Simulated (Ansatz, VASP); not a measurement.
# Two plane-wave programs on Ti2SiGe2

File INCAR:

```
PREC     = Accurate       # precision mode
ENCUT    = 600            # plane-wave cutoff, eV
EDIFF    = 1E-6           # SCF threshold, eV
ISMEAR   = 0              # smearing method
SIGMA    = 0.1            # smearing width, eV
LREAL    = False          # projectors in reciprocal space
LASPH    = True           # aspherical terms in the spheres
NELM     = 80             # most SCF steps
ALGO     = Normal         # electronic algorithm
ISIF     = 3              # what is computed and relaxed
LWAVE    = False          # write WAVECAR
LCHARG   = False          # write CHGCAR
GGA      = PE             # functional
IBRION   = 2              # ionic algorithm
NSW      = 100            # ionic steps
EDIFFG   = -0.01          # ionic threshold
```

The input KPOINTS:

```
Automatic mesh
0
Gamma
  12 12 4
```

File POSCAR:

```
Ti2SiGe2
1.0
    2.9899148990      0.0000000000      0.0000000000
   -1.4949574495      2.5893422577      0.0000000000
    0.0000000000      0.0000000000     10.6919155831
Ti Si Ge
2 1 2
Direct
    0.3333333333      0.6666666667      0.1933599252
    0.6666666667      0.3333333333      0.8066400748
    0.0000000000      0.0000000000      0.0000000000
    0.0000000000      0.0000000000      0.3834906160
    0.0000000000      0.0000000000      0.6165093840
```

Input for Ansatz:

```yaml
crystal:
  lattice:
    - [2.989914899, 0.0, 0.0]
    - [-1.4949574495, 2.5893422577, 0.0]
    - [0.0, 0.0, 10.6919155831]
  atoms:
    - { symbol: Ti, position: [0.3333333333, 0.6666666667, 0.1933599252] }
    - { symbol: Ti, position: [0.6666666667, 0.3333333333, 0.8066400748] }
    - { symbol: Si, position: [0.0, 0.0, 0.0] }
    - { symbol: Ge, position: [0.0, 0.0, 0.383490616] }
    - { symbol: Ge, position: [0.0, 0.0, 0.616509384] }
basis:
  ecutwfc: 420
kpoints:
  mp_grid: { grid: [12, 12, 4] }
hamiltonian:
  xc: pbe
scf:
  occupations: { method: gaussian, width: 0.1 }
output:
  forces: true
  stress: true
  eigenvalues: true
relax:
  adjacent_minimum: "off"
  f_tol: 0.01
  max_steps: 80
  cell: { stress_tol: 0.05 }
```

Alike in both runs: task relaxation of cell and atoms; functional PBE; k mesh 12 × 12 × 4; occupations gaussian, width 0.1 eV; no spin polarisation.

|  | VASP | Ansatz |
| --- | --- | --- |
| version | VASP 6.6.1 | Ansatz 0.2.0 |
| potentials or method | VASP PAW PBE potentials, release 64 (Ti_sv, Si, Ge_d), cutoff 600 eV | scalar-relativistic, plane waves, PAW |
| valence electrons in the cell | 56 | 56 |

```csv
,VASP,Ansatz,Ansatz less VASP
"gap on the k mesh at the Fermi level, each at its own relaxed structure (eV)",none,none,-
relaxed volume (Å³/atom),16.52,16.52,0.000
relaxed cell length with the largest relative difference (Å),10.771,10.768,-0.0033
```

A gap of «none» marks a metal or a gap that the smearing closes.
